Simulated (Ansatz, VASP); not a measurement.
# TiAl3 in VASP and in Ansatz

File POSCAR:

```
TiAl3
1.0
    0.0000000000     -3.9556712500      0.0000000000
    0.0000000000      0.0000000000     -3.9556712500
   11.5670137500      0.0000000000      0.0000000000
Ti Al
3 9
Direct
    0.0000000000      0.0000000000      0.9404240705
    0.0000000000      0.0000000000      0.2564668564
    0.0000000000      0.0000000000      0.5984454634
    0.5000000000      0.0000000000      0.0854775528
    0.5000000000      0.0000000000      0.4274561599
    0.5000000000      0.0000000000      0.7694347669
    0.0000000000      0.5000000000      0.0854775528
    0.0000000000      0.5000000000      0.4274561599
    0.0000000000      0.5000000000      0.7694347669
    0.5000000000      0.5000000000      0.9404240705
    0.5000000000      0.5000000000      0.2564668564
    0.5000000000      0.5000000000      0.5984454634
```

The input INCAR.step1:

```
SYSTEM = TiAl3
ALGO     = Normal         ! electronic algorithm
EDIFF    = 1E-4           ! SCF threshold, eV
ENCUT    = 520            ! plane-wave cutoff, eV
GGA      = PE             ! functional
ISMEAR   = 0              ! smearing method
LASPH    = .True.         ! aspherical terms in the spheres
LCHARG   = .False.        ! write CHGCAR
LREAL    = .False.        ! projectors in reciprocal space
LWAVE    = .True.         ! write WAVECAR
NBANDS   = 44             ! bands
NELM     = 80             ! most SCF steps
PREC     = Accurate       ! precision mode
SIGMA    = 0.15           ! smearing width, eV
```

INCAR.step2

```
SYSTEM = TiAl3
ALGO     = Normal         ! electronic algorithm
EDIFF    = 1E-6           ! SCF threshold, eV
ENCUT    = 520            ! plane-wave cutoff, eV
ISIF     = 2              ! what is computed and relaxed
ISMEAR   = 0              ! smearing method
ISTART   = 1            
LASPH    = .True.         ! aspherical terms in the spheres
LCHARG   = .False.        ! write CHGCAR
LMIXTAU  = .True.       
LREAL    = .False.        ! projectors in reciprocal space
LWAVE    = .False.        ! write WAVECAR
METAGGA  = R2SCAN         ! meta-GGA
NBANDS   = 44             ! bands
NELM     = 80             ! most SCF steps
PREC     = Accurate       ! precision mode
SIGMA    = 0.15           ! smearing width, eV
```

File KPOINTS:

```
k-points
0
Gamma
  12 12 4
  0 0 0
```

Input for Ansatz:

```yaml
crystal:
  lattice:
    - [0.0, -3.95567125, 0.0]
    - [0.0, 0.0, -3.95567125]
    - [11.56701375, 0.0, 0.0]
  atoms:
    - { symbol: Ti, position: [0.0, 0.0, 0.9404240705] }
    - { symbol: Ti, position: [0.0, 0.0, 0.2564668564] }
    - { symbol: Ti, position: [0.0, 0.0, 0.5984454634] }
    - { symbol: Al, position: [0.5, 0.0, 0.0854775528] }
    - { symbol: Al, position: [0.5, 0.0, 0.4274561599] }
    - { symbol: Al, position: [0.5, 0.0, 0.7694347669] }
    - { symbol: Al, position: [0.0, 0.5, 0.0854775528] }
    - { symbol: Al, position: [0.0, 0.5, 0.4274561599] }
    - { symbol: Al, position: [0.0, 0.5, 0.7694347669] }
    - { symbol: Al, position: [0.5, 0.5, 0.9404240705] }
    - { symbol: Al, position: [0.5, 0.5, 0.2564668564] }
    - { symbol: Al, position: [0.5, 0.5, 0.5984454634] }
basis:
  ecutwfc: 500
kpoints:
  mp_grid: { grid: [12, 12, 4] }
hamiltonian:
  xc: r2scan
scf:
  occupations: { method: gaussian, width: 0.15 }
output:
  forces: true
  stress: true
  eigenvalues: true
```

Alike in both runs: task single point; functional r2SCAN; k mesh 12 × 12 × 4; occupations gaussian, width 0.15 eV; no spin polarisation.

|  | VASP | Ansatz |
| --- | --- | --- |
| version | VASP 6.6.1 | Ansatz 0.2.0 |
| potentials or method | VASP PAW PBE potentials, release 64 (Ti_sv, Al), cutoff 520 eV | scalar-relativistic, plane waves, PAW |
| valence electrons in the cell | 63 | 63 |

|  | VASP | Ansatz | Ansatz less VASP |
| --- | --- | --- | --- |
| gap on the k mesh at the Fermi level (eV) | none | none | - |
| pressure (GPa) | 3.9 | 4.0 | +0.10 |
| traceless stress, the component that is largest in VASP (GPa) | 2.24 | 2.23 | -0.001 |
| rms of the force components (eV/Å) | 0.557 | 0.556 | -0.0010 |

VASP's potentials were made for PBE, not for r2SCAN. Atom by atom the forces differ by 0.002 eV/Å (rms over components). A gap of «none» marks a metal or a gap that the smearing closes.
